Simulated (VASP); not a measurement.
Input of a VASP 6.6.1 run:

INCAR

```
SYSTEM = Cs3Y2I9
ALGO = Normal
EDIFF = 1E-8
ENCUT = 400
GGA = PE
GGA_COMPAT = .False.
ISIF = 2
ISMEAR = -1
KPAR = 4
LASPH = .True.
LCHARG = .False.
LEFG = .True.
LREAL = .False.
LWAVE = .False.
NBANDS = 132
NELM = 120
PREC = Accurate
SIGMA = 0.02
```

Contents of KPOINTS:

```
k-points
0
Gamma
  4 4 2
  0 0 0
```

Contents of POSCAR:

```
Cs3Y2I9
1.0
    8.2923914787      0.0000000000      0.0000000000
   -4.1461957394      7.1814216787      0.0000000000
    0.0000000000      0.0000000000     20.9923971767
Cs Y I
6 4 18
Direct
    0.0000000000      0.0000000000      0.2500000000
    0.0000000000      0.0000000000      0.7500000000
    0.3333333333      0.6666666667      0.0682904749
    0.6666666667      0.3333333333      0.5682904749
    0.3333333333      0.6666666667      0.4317095251
    0.6666666667      0.3333333333      0.9317095251
    0.6666666667      0.3333333333      0.1555121837
    0.3333333333      0.6666666667      0.6555121837
    0.6666666667      0.3333333333      0.3444878163
    0.3333333333      0.6666666667      0.8444878163
    0.5017320268      0.0034640537      0.2500000000
    0.4982679732      0.5017320268      0.7500000000
    0.9965359463      0.4982679732      0.2500000000
    0.4982679732      0.9965359463      0.7500000000
    0.5017320268      0.4982679732      0.2500000000
    0.0034640537      0.5017320268      0.7500000000
    0.8379378985      0.6758757971      0.0839685303
    0.1620621015      0.8379378985      0.5839685303
    0.3241242029      0.1620621015      0.0839685303
    0.1620621015      0.3241242029      0.5839685303
    0.8379378985      0.1620621015      0.0839685303
    0.6758757971      0.8379378985      0.5839685303
    0.3241242029      0.1620621015      0.4160314697
    0.1620621015      0.8379378985      0.9160314697
    0.8379378985      0.6758757971      0.4160314697
    0.6758757971      0.8379378985      0.9160314697
    0.8379378985      0.1620621015      0.4160314697
    0.1620621015      0.3241242029      0.9160314697
```

Potentials or basis: VASP PAW PBE potentials, release 64 (Cs_sv, Y_sv, I).

Launch:

```console
$ cat potpaw_PBE.64/Cs_sv/POTCAR potpaw_PBE.64/Y_sv/POTCAR potpaw_PBE.64/I/POTCAR > POTCAR
$ mpirun -np 4 vasp_std > vasp.out
```

(1) Predict the band gap on the k mesh.

(2) Predict the pressure.

(3) Predict the largest force.

Results:

(1) 2.52 eV, direct.

(2) 1.7 GPa.

(3) 0.252 eV/Å.

Caveat: without QUAD_EFG the Cq values of the log hold for a quadrupole moment of 1 mb, not for the nuclei; spin-orbit coupling is left out, which moves the levels of the heavy elements.
